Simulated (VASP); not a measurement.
BN: single point with PBEsol

BN:

```
B N
1.0
     0.00000    2.00404    2.00404
     2.00404    0.00000    2.00404
     2.00404    2.00404    0.00000
B N
1 1
Cartesian
  0.0000 0.0000 0.0000
  3.0061 3.0061 3.0061
```

This cell differs from its parent crystal: Ga replaced by B, lengths x 0.882, strained.

```
Program             : VASP 6.6.1
Task                : single point
Functional          : PBEsol
Potentials or basis : VASP PAW PBE potentials, release 64 (B, N)
Cutoff              : 520 eV
k mesh              : 10 × 10 × 10
Occupations         : gaussian, width 0.02 eV
Spin                : no spin polarisation
```

```
Pressure               : -67.4 GPa
Band gap on the k mesh : 3.90 eV, indirect (least direct gap 5.74 eV)
```

Levels at points of the mesh, in eV from the valence-band top:
```tsv
k point	band 1	band 2	band 3	band 4	band 5	band 6	band 7	band 8
(0.00, 0.00, 0.00)	-17.14	0.00	0.00	0.00	5.74	7.33	7.33	7.33
(0.50, 0.00, 0.00)	-14.20	-8.28	-1.44	-1.44	6.45	8.93	8.93	12.00
(0.50, 0.50, 0.00)	-13.22	-7.21	-3.60	-3.60	3.90	7.30	13.62	13.62
```

It took 6.7 s on 1 thread of Intel(R) Xeon(R) Platinum 8259CL CPU @ 2.50GHz (Skylake/Cascade Lake) (shared host), peak memory 0.13 GiB.

Caveat: the cell differs from its parent crystal (Ga replaced by B, lengths x 0.882, strained); the PAW data sets were made with another functional, which shifts forces and pressure a little. A k mesh can miss the band edges.
